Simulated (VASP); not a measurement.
A run of VASP 6.6.1 is set up as follows.

Contents of INCAR:

```
SYSTEM = GaSb
PREC     = Accurate       ! precision mode
ENCUT    = 520            ! plane-wave cutoff, eV
EDIFF    = 1E-6           ! SCF threshold, eV
ISMEAR   = -1             ! smearing method
SIGMA    = 0.1            ! smearing width, eV
LREAL    = .False.        ! projectors in reciprocal space
LASPH    = .True.         ! aspherical terms in the spheres
NELM     = 100            ! most SCF steps
ALGO     = Normal         ! electronic algorithm
ISIF     = 2              ! what is computed and relaxed
LWAVE    = .False.        ! write WAVECAR
LCHARG   = .False.        ! write CHGCAR
NBANDS   = 16             ! bands
```

The input KPOINTS:

```
regular mesh
0
Gamma
  11 11 11
  0 0 0
```

The input POSCAR:

```
GaSb
1.0
    0.0000000000      3.0249698700      3.0249698700
    3.0249698700      0.0000000000      3.0249698700
    3.0249698700      3.0249698700      0.0000000000
Ga Sb
1 1
Direct
    0.0000000000      0.0000000000      0.0000000000
    0.2500000000      0.2500000000      0.2500000000
```

Potentials or basis: VASP PAW LDA potentials, release 64 (Ga_d, Sb).

The run is started by

```console
$ cat potpaw_LDA.64/Ga_d/POTCAR potpaw_LDA.64/Sb/POTCAR > POTCAR
$ mpirun -np 1 vasp_std > vasp.out
```

Predict the pressure.

0.2 GPa.
